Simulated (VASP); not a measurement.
# SrCl2 (Immm) in VASP: a series of runs

Runs on SrCl2. Level: r2SCAN. Tasks: single point.

All numbers are computed with VASP 6.6.1; they aren't measurements. Logs are shortened: lines on timing, memory, paths and dates and some standing lists are left out, and cuts for length are marked.

## Step 1: The cell of the first run

It takes space group Immm (No. 71, orthorhombic). The conventional cell has a = 4.744 Å, b = 5.114 Å, c = 6.971 Å, α = 90.00°, β = 90.00°, γ = 90.00°. Sr (site symmetry mmm) has 8 Cl at 2.94 to 3.09 Å within 3.9 Å. Cl (site symmetry mm2) has 4 Sr at 2.94 to 3.09 Å and 6 Cl at 3.49 Å within 3.9 Å.

## Step 2: Single point, r2SCAN (strain -0.0750 x Voigt [0, 0, 0, 0, 1, 0])

POSCAR

```
SrCl2
1.0
   -0.1307062500      3.4855000000      3.4855000000
    3.3547937500      0.0000000000      3.3547937500
    3.4855000000      3.4855000000     -0.1307062500
Sr Cl
1 2
Direct
    0.0000000000      0.0000000000      0.0000000000
    0.2500000000      0.2500000000      0.2500000000
    0.7500000000      0.7500000000      0.7500000000
```

INCAR.step1

```
SYSTEM = SrCl2
  PREC = Accurate
  ENCUT = 520
  ISMEAR = 0
  SIGMA = 0.05
  LREAL = .FALSE.
  LASPH = .TRUE.
  NELM = 60
  NBANDS = 19
  GGA = PE
  ALGO = Normal
  EDIFF = 1E-4
  LWAVE = .TRUE.
  LCHARG = .FALSE.
```

INCAR.step2

```
SYSTEM = SrCl2
  PREC = Accurate
  ENCUT = 520
  EDIFF = 1E-6
  ISMEAR = 0
  SIGMA = 0.05
  LREAL = .FALSE.
  LASPH = .TRUE.
  NELM = 60
  ALGO = Normal
  ISIF = 2
  LWAVE = .FALSE.
  LCHARG = .FALSE.
  METAGGA = R2SCAN
  LMIXTAU = .TRUE.
  NBANDS = 19
  ISTART = 1
```

KPOINTS

```
regular mesh
0
G
  6 6 6
  0 0 0
```

Potentials or basis: VASP PAW PBE potentials, release 64 (Sr_sv, Cl).

Started as:

```sh
> cat potpaw_PBE.64/Sr_sv/POTCAR potpaw_PBE.64/Cl/POTCAR > POTCAR
> cp INCAR.step1 INCAR
> mpirun -np 1 vasp_std > vasp.out
> cp INCAR.step2 INCAR
> mpirun -np 1 vasp_std > vasp.out
```

OUTCAR:

```text
SYSTEM = SrCl2
   PREC = Accurate
   ENCUT = 520
   EDIFF = 1E-6
   ISMEAR = 0
   LREAL = .FALSE.
   LASPH = .TRUE.
   NELM = 60
   ISIF = 2
   METAGGA = R2SCAN
   ISTART = 1

 ion  position               nearest neighbor table
   1  0.000  0.000  0.000-   3 2.94   2 2.94   3 2.94   2 2.94   3 3.09   2 3.09   3 3.09   2 3.09

   2  0.250  0.250  0.250-   1 2.94   1 2.94   1 3.09   1 3.09
   3  0.750  0.750  0.750-   1 2.94   1 2.94   1 3.09   1 3.09

  LATTYP: Found a body centered orthorhombic cell.
 ALAT       =     4.7443948202
 B/A-ratio  =     1.0779220779
 C/A-ratio  =     1.4693127921

  Lattice vectors:

 A1 = (   3.4855000000,  -3.4855000000,  -0.1307062500)
 A2 = (  -3.4855000000,  -3.4855000000,   0.1307062500)
 A3 = (   0.1307062500,   3.4855000000,  -3.4855000000)

Analysis of symmetry for initial positions (statically):
=====================================================================
 Subroutine PRICEL returns:
 Original cell was already a primitive cell.

 Routine SETGRP: Setting up the symmetry group for a
 body centered orthorhombic supercell.

 Subroutine GETGRP returns: Found  8 space group operations
 (whereof  8 operations were pure point group operations)
 out of a pool of  8 trial point group operations.

The static configuration has the point symmetry D_2h.

Analysis of symmetry for dynamics (positions and initial velocities):
=====================================================================
 Subroutine PRICEL returns:
 Original cell was already a primitive cell.

 Routine SETGRP: Setting up the symmetry group for a
 body centered orthorhombic supercell.

 Subroutine GETGRP returns: Found  8 space group operations
 (whereof  8 operations were pure point group operations)
 out of a pool of  8 trial point group operations.

The dynamic configuration has the point symmetry D_2h.

 Subroutine INISYM returns: Found  8 space group operations
 (whereof  8 operations are pure point group operations),
 and found     1 'primitive' translations

----------------------------------------------------------------------------------------

                                     Primitive cell

  volume of cell :      84.5696

  direct lattice vectors                    reciprocal lattice vectors
    -0.130706250  3.485500000  3.485500000    -0.138266450  0.143451442  0.138266450
     3.354793750  0.000000000  3.354793750     0.149040459 -0.143451442  0.149040459
     3.485500000  3.485500000 -0.130706250     0.138266450  0.143451442 -0.138266450

  length of vectors
     4.930974004  4.744394820  4.930974004     0.242515027  0.254959669  0.242515027

  position of ions in fractional coordinates (direct lattice)
     0.000000000  0.000000000  0.000000000
     0.250000000  0.250000000  0.250000000
     0.750000000  0.750000000  0.750000000

  ion indices of the primitive-cell ions
   primitive index   ion index
                 1           1
                 2           2
                 3           3

----------------------------------------------------------------------------------------

 KPOINTS: regular mesh

Automatic generation of k-mesh.
 Grid dimensions read from file:
 generate k-points for:    6    6    6

 Generating k-lattice:

  Cartesian coordinates                     Fractional coordinates (reciprocal lattice)
    -0.023044408  0.023908574  0.023044408     0.166666667  0.000000000  0.000000000
     0.024840076 -0.023908574  0.024840076     0.000000000  0.166666667  0.000000000
     0.023044408  0.023908574 -0.023044408     0.000000000  0.000000000  0.166666667

  Length of vectors
     0.040419171  0.042493278  0.040419171

  Shift w.r.t. Gamma in fractional coordinates (k-lattice)
     0.000000000  0.000000000  0.000000000

 Subroutine IBZKPT returns following result:
 ===========================================

 Found     46 irreducible k-points:

 Following reciprocal coordinates:
            Coordinates               Weight
  0.000000  0.000000  0.000000      1.000000
  0.166667  0.000000 -0.000000      4.000000
  0.333333  0.000000  0.000000      4.000000
  0.500000  0.000000  0.000000      2.000000
  0.000000  0.166667  0.000000      4.000000
  0.166667  0.166667 -0.000000      4.000000
[... 16 lines left out ...]
  0.500000  0.000000  0.166667      4.000000
 -0.333333  0.000000  0.166667      4.000000
 [... further k-points ...]
   k-points           NKPTS =     46   k-points in BZ     NKDIM =     46   number of bands    NBANDS=     19
   number of dos      NEDOS =    301   number of ions     NIONS =      3
   total plane-waves  NPLWV =  57600
   dimension x,y,z NGX =    40 NGY =   36 NGZ =   40
   dimension x,y,z NGXF=    80 NGYF=   72 NGZF=   80
   ions per type =               1   2
   NGX,Y,Z   is equivalent  to a cutoff of  13.49, 12.61, 13.49 a.u.
   NGXF,Y,Z  is equivalent  to a cutoff of  26.97, 25.23, 26.97 a.u.
 SYSTEM =  SrCl2
   PREC   = accura    normal or accurate (medium, high low for compatibility)
   ISTART =      1    job   : 0-new  1-cont  2-samecut
   ICHARG =      0    charge: 1-file 2-atom 10-const
   ISPIN  =      1    spin polarized calculation?
   LNONCOLLINEAR =      F non collinear calculations
   LSORBIT =      F    spin-orbit coupling
   LASPH  =      T    aspherical Exc in radial PAW
   ENCUT  =  520.0 eV  38.22 Ry    6.18 a.u.   9.17  8.82  9.17*2*pi/ulx,y,z
   NELM   =     60;   NELMIN=  2; NELMDL=  0     # of ELM steps
   EDIFF  = 0.1E-05   stopping-criterion for ELM
   LREAL  =      F    real-space projection
   EDIFFG = 0.1E-04   stopping-criterion for IOM
   NSW    =      0    number of steps for IOM
   IBRION =     -1    ionic relax: 0-MD 1-quasi-New 2-CG
   NFREE  =      0    steps in history (QN), initial steepest desc. (CG)
   ISIF   =      2    stress and relaxation
   ISYM   =      2    0-nonsym 1-usesym 2-fastsym
   POTIM  = 0.5000    time-step for ionic-motion
   TEBEG  =    0.0;   TEEND  =   0.0 temperature during run
   PSTRESS=    0.0 pullay stress
   NELECT =      24.0000    total number of electrons
   NUPDOWN=      -1.0000    fix difference up-down
   EMIN   =  10.00;   EMAX   =-10.00  energy-range for DOS
   EFERMI =   0.00;   METHOD = LEGACY
   ISMEAR =     0;   SIGMA  =   0.05  broadening in eV -4-tet -1-fermi 0-gaus
   EFERMI_NEDOS =   21; number of points for ismear=-14 and -15
   IALGO  =     38    algorithm
   IMIX   =      4    mixing-type and parameters
     AMIX     =   0.40;   BMIX     =  1.00
     AMIX_MAG =   1.60;   BMIX_MAG =  1.00
  volume/ion in A,a.u.               =      28.19       190.23
  Fermi-wavevector in a.u.,A,eV,Ry     =   1.075822  2.033009 15.747296  1.157394
  Thomas-Fermi vector in A             =   2.211690
   LORBIT       =      0    0 simple, 1 ext, 2 COOP (PROOUT), +10 PAW based schemes
   METAGGA = R2SCAN    functional components
   LHFCALC =     F    Hartree Fock is set to
   AEXX    =    0.0000 exact exchange contribution
   IVDW    =     0    specifies the selected vdW correction
   LEPSILON=     F    determine dielectric tensor
   LRPA    =     F    only Hartree local field effects (RPA)
 non-spin polarized calculation
 Gauss-broadening in eV      SIGMA  =   0.05
  energy-cutoff  :      520.00
  volume of cell :       84.57
 maximum number of plane-waves:      2299
 NGX is ok and might be reduce to    40
   NGX = 19   NGY = 17   NGZ = 19

 number of electron      23.9999998 magnetization

 Free energy of the ion-electron system (eV)
  ---------------------------------------------------
  ext. energy  EPLUGINS =         0.00000000
  ---------------------------------------------------
  free energy    TOTEN  =       -35.66991752 eV

  energy without entropy =      -35.66991752  energy(sigma->0) =      -35.66991752

 E-fermi :  -0.0027     XC(G=0):  -8.7834

 val. band max:       -0.2086914760   @ k =   0.5000   0.0000   0.5000
 cond. band min:       5.7776156945   @ k =   0.0000   0.0000   0.0000
 fundamental gap:      5.9863071704
 Fermi energy:        -0.0026569967

 k-point     1 :       0.0000    0.0000    0.0000
  band No.  band energies     occupation
      1     -34.1212      2.00000
      2     -15.5111      2.00000
      3     -15.5035      2.00000
      4     -15.4900      2.00000
      5     -14.1009      2.00000
      6     -13.2050      2.00000
[... 11 lines left out ...]
     18       9.7825      0.00000
     19       9.8579      0.00000

 k-point     2 :       0.1667    0.0000   -0.0000
  band No.  band energies     occupation
      1     -34.1204      2.00000
      2     -15.6006      2.00000
      3     -15.5080      2.00000
      4     -15.4934      2.00000
      5     -13.9569      2.00000
      6     -13.2527      2.00000
[... 11 lines left out ...]
     18       9.4312      0.00000
     19      10.2013      0.00000

 k-point     3 :       0.3333    0.0000    0.0000
  band No.  band energies     occupation
      1     -34.1190      2.00000
      2     -15.7473      2.00000
      3     -15.5090      2.00000
      4     -15.5002      2.00000
      5     -13.7455      2.00000
      6     -13.3051      2.00000
[... 11 lines left out ...]
     18       9.2645      0.00000
     19       9.6067      0.00000

 k-point     4 :       0.5000    0.0000    0.0000
  band No.  band energies     occupation
      1     -34.1183      2.00000
      2     -15.8078      2.00000
      3     -15.5093      2.00000
      4     -15.5035      2.00000
      5     -13.6946      2.00000
      6     -13.2860      2.00000
[... 407 lines left out ...]
     18       9.1994      0.00000
     19       9.8524      0.00000

 k-point    23 :       0.5000    0.0000    0.1667
  band No.  band energies     occupation
      1     -34.1179      2.00000
      2     -15.7990      2.00000
      3     -15.5611      2.00000
      4     -15.5078      2.00000
      5     -13.6061      2.00000
      6     -13.3192      2.00000
[... 11 lines left out ...]
     18       9.3581      0.00000
     19       9.4934      0.00000

 k-point    24 :      -0.3333    0.0000    0.1667
  band No.  band energies     occupation
      1     -34.1183      2.00000
      2     -15.7425      2.00000
      3     -15.5936      2.00000
      4     -15.5036      2.00000
      5     -13.6391      2.00000
      6     -13.3170      2.00000
[... 11 lines left out ...]
     18       9.3103      0.00000
     19       9.8895      0.00000

 [... further k-points ...]

------------------------ aborting loop because EDIFF is reached ----------------------------------------

  FORCE on cell =-STRESS in cart. coord.  units (eV):
  Direction    XX          YY          ZZ          XY          YZ          ZX
  --------------------------------------------------------------------------------------
  -------------------------------------------------------------------------------------
  Total        0.3671396      0.4003736      0.3671396      0.0000000      0.0000000      0.6682122
  in kB        6.9554896      7.5851107      6.9554896      0.0000000      0.0000000     12.6593342
  external PRESSURE =       7.1653633 kB  Pullay stress =       0.0000000 kB

 VOLUME and BASIS-vectors are now :
 -----------------------------------------------------------------------------
  energy-cutoff  :      520.00
  volume of cell :       84.57
      direct lattice vectors                 reciprocal lattice vectors
    -0.130706250  3.485500000  3.485500000    -0.138266450  0.143451442  0.138266450
     3.354793750  0.000000000  3.354793750     0.149040459 -0.143451442  0.149040459
     3.485500000  3.485500000 -0.130706250     0.138266450  0.143451442 -0.138266450

 POSITION                                       TOTAL-FORCE (eV/Angst)
 -----------------------------------------------------------------------------------
      0.00000      0.00000      0.00000        -0.000000      0.000000      0.000000
      1.67740      1.74275      1.67740         0.000000      0.212695      0.000000
      5.03219      5.22825      5.03219        -0.000000     -0.212695     -0.000000
 -----------------------------------------------------------------------------------
    total drift:                               -0.000000     -0.000000      0.000000

  FREE ENERGIE OF THE ION-ELECTRON SYSTEM (eV)
  ---------------------------------------------------
  free  energy   TOTEN  =       -35.6699175157 eV

  energy  without entropy=      -35.6699175156  energy(sigma->0) =      -35.66991752
```

Run time: 6.9 min. Hardware: 1 thread of Intel Xeon 8259CL, shared host; peak memory 0.28 GiB.

What came out:

```
Free energy            : -35.6699 eV
Pressure               : 0.7 GPa
Largest force          : 0.213 eV/Å
Band gap on the k mesh : 5.99 eV (least direct gap 6.01 eV)
```

Forces in eV/Å, atoms in the order of the input:
```
Sr   0.000  0.000  0.000
Cl   0.000  0.213  0.000
Cl   0.000 -0.213  0.000
```

Stress tensor (GPa, compression positive):
```
0.70 0.00 1.27
0.00 0.76 0.00
1.27 0.00 0.70
```

Caveat: the cell differs from its parent crystal (strain -0.0750 x Voigt [0, 0, 0, 0, 1, 0]); the PAW data sets were made with another functional, which shifts forces and pressure a little.

## Step 3: Single point, r2SCAN (strain +0.0937 x Voigt [0, 0, 0, 0, 1, 0])

POSCAR

```
SrCl2
1.0
    0.1632956750      3.4855000000      3.4855000000
    3.6487956750      0.0000000000      3.6487956750
    3.4855000000      3.4855000000      0.1632956750
Sr Cl
1 2
Direct
    0.0000000000      0.0000000000      0.0000000000
    0.2500000000      0.2500000000      0.2500000000
    0.7500000000      0.7500000000      0.7500000000
```

INCAR.step1

```
  PREC = Accurate
  ENCUT = 520
  ISMEAR = 0
  SIGMA = 0.05
  LREAL = False
  LASPH = True
  NELM = 100
  NBANDS = 19
  GGA = PE
  ALGO = Normal
  EDIFF = 1E-4
  LWAVE = True
  LCHARG = False
```

INCAR.step2

```
  PREC = Accurate
  ENCUT = 520
  EDIFF = 1E-7
  ISMEAR = 0
  SIGMA = 0.05
  LREAL = False
  LASPH = True
  NELM = 100
  ALGO = Normal
  ISIF = 2
  LWAVE = False
  LCHARG = False
  METAGGA = R2SCAN
  LMIXTAU = True
  NBANDS = 19
  ISTART = 1
```

KPOINTS

```
regular mesh
0
Gamma
  6 6 6
```

Potentials or basis: VASP PAW PBE potentials, release 64 (Sr_sv, Cl).

Started as:

```sh
> cat potpaw_PBE.64/Sr_sv/POTCAR potpaw_PBE.64/Cl/POTCAR > POTCAR
> cp INCAR.step1 INCAR
> mpirun -np 1 vasp_std > vasp.out
> cp INCAR.step2 INCAR
> mpirun -np 1 vasp_std > vasp.out
```

It took 7.4 min on 1 thread of Intel Xeon 8259CL, shared host; peak memory 0.3 GiB.

Results (log left out):

```
Free energy            : -35.6554 eV
Pressure               : 0.9 GPa
Largest force          : 0.269 eV/Å
Band gap on the k mesh : 5.99 eV (least direct gap 6.02 eV)
```

Forces in eV/Å, atoms in the order of the input:
```
Sr   0.000  0.000  0.000
Cl   0.000 -0.269  0.000
Cl   0.000  0.269  0.000
```

Stress tensor (GPa, compression positive):
```
 0.86  0.00 -1.60
 0.00  0.96  0.00
-1.60  0.00  0.86
```

Levels at points of the mesh, in eV from the valence-band top:
```
           k point  band 10  band 11  band 12  band 13  band 14  band 15
(0.00, 0.00, 0.00)    -0.40    -0.34    -0.27     5.99     6.69     6.75
(0.50, 0.00, 0.00)    -1.33    -1.11    -1.05     7.24     7.55     8.29
(0.00, 0.50, 0.00)    -1.36    -1.06    -1.00     7.13     7.41     8.14
(0.50, 0.50, 0.00)    -0.42    -0.41     0.00     6.02     7.69     8.27
(0.50, 0.00, 0.50)    -0.62    -0.18     0.00     6.03     7.77     8.27
```

Caveat: the cell differs from its parent crystal (strain +0.0937 x Voigt [0, 0, 0, 0, 1, 0]); the PAW data sets were made with another functional, which shifts forces and pressure a little. A k mesh can miss the band edges.

## Step 4: Single point, r2SCAN (strain +0.0562 x Voigt [0, 0, 0, 0, 1, 0])

POSCAR

```
SrCl2
1.0
    0.0979425500      3.4855000000      3.4855000000
    3.5834425500      0.0000000000      3.5834425500
    3.4855000000      3.4855000000      0.0979425500
Sr Cl
1 2
Direct
    0.0000000000      0.0000000000      0.0000000000
    0.2500000000      0.2500000000      0.2500000000
    0.7500000000      0.7500000000      0.7500000000
```

INCAR.step1

```
  PREC = Accurate
  ENCUT = 520
  ISMEAR = 0
  SIGMA = 0.05
  LREAL = F
  LASPH = T
  NELM = 100
  NBANDS = 19
  GGA = PE
  ALGO = Normal
  EDIFF = 1E-4
  LWAVE = T
  LCHARG = F
```

INCAR.step2

```
  PREC = Accurate
  ENCUT = 520
  EDIFF = 1E-6
  ISMEAR = 0
  SIGMA = 0.05
  LREAL = F
  LASPH = T
  NELM = 100
  ALGO = Normal
  ISIF = 2
  LWAVE = F
  LCHARG = F
  METAGGA = R2SCAN
  LMIXTAU = T
  NBANDS = 19
  ISTART = 1
```

KPOINTS

```
Automatic mesh
0
Gamma
  6 6 6
```

Started as:

```sh
> cat potpaw_PBE.64/Sr_sv/POTCAR potpaw_PBE.64/Cl/POTCAR > POTCAR
> cp INCAR.step1 INCAR
> mpirun -np 1 vasp_std > vasp.out
> cp INCAR.step2 INCAR
> mpirun -np 1 vasp_std > vasp.out
```

Wall time 5.3 min (1 thread of Intel Xeon 8259CL, shared host); peak memory 0.29 GiB.

Results (log left out):

```
Free energy            : -35.6812 eV
Pressure               : 0.6 GPa
Largest force          : 0.158 eV/Å
Band gap on the k mesh : 5.98 eV (least direct gap 6.00 eV)
```

Forces in eV/Å, atoms in the order of the input:
```
Sr   0.000  0.000  0.000
Cl   0.000 -0.158  0.000
Cl   0.000  0.158  0.000
```

Stress tensor (GPa, compression positive):
```
 0.58  0.00 -0.94
 0.00  0.61  0.00
-0.94  0.00  0.58
```

Levels at points of the mesh, in eV from the valence-band top:
```
           k point  band 10  band 11  band 12  band 13  band 14  band 15
(0.00, 0.00, 0.00)    -0.38    -0.35    -0.31     5.98     6.69     6.71
(0.50, 0.00, 0.00)    -1.34    -1.10    -1.06     7.25     7.44     8.26
(0.00, 0.50, 0.00)    -1.35    -1.07    -1.03     7.19     7.36     8.18
(0.50, 0.50, 0.00)    -0.41    -0.41     0.00     6.00     7.75     8.24
(0.50, 0.00, 0.50)    -0.53    -0.27     0.00     6.00     7.79     8.24
```

Caveat: the cell differs from its parent crystal (strain +0.0562 x Voigt [0, 0, 0, 0, 1, 0]); the PAW data sets were made with another functional, which shifts forces and pressure a little. A k mesh can miss the band edges.

## Step 5: Overview

```csv
cell,gap on the mesh (eV),pressure (GPa),largest force (eV/Å)
"a = 4.931, b = 4.744 Å, angles 61.2, 62.5, 61.2°, 3 atoms",5.99,0.7,0.21
"a = 4.932, b = 5.160 Å, angles 58.5, 56.9, 58.5°, 3 atoms",5.99,0.9,0.27
"a = 4.930, b = 5.068 Å, angles 59.1, 58.1, 59.1°, 3 atoms",5.98,0.6,0.16
```

Alike in all rows: task single point; level r2SCAN; potentials or basis VASP PAW PBE potentials, release 64 (Sr_sv, Cl); no spin polarisation; k mesh 6 × 6 × 6; cutoff (eV) 520; smearing gaussian 0.05 eV.

Caveats: the PAW data sets were made with another functional, which shifts forces and pressure a little.

Absolute energies hang on the potentials; compare differences alone.
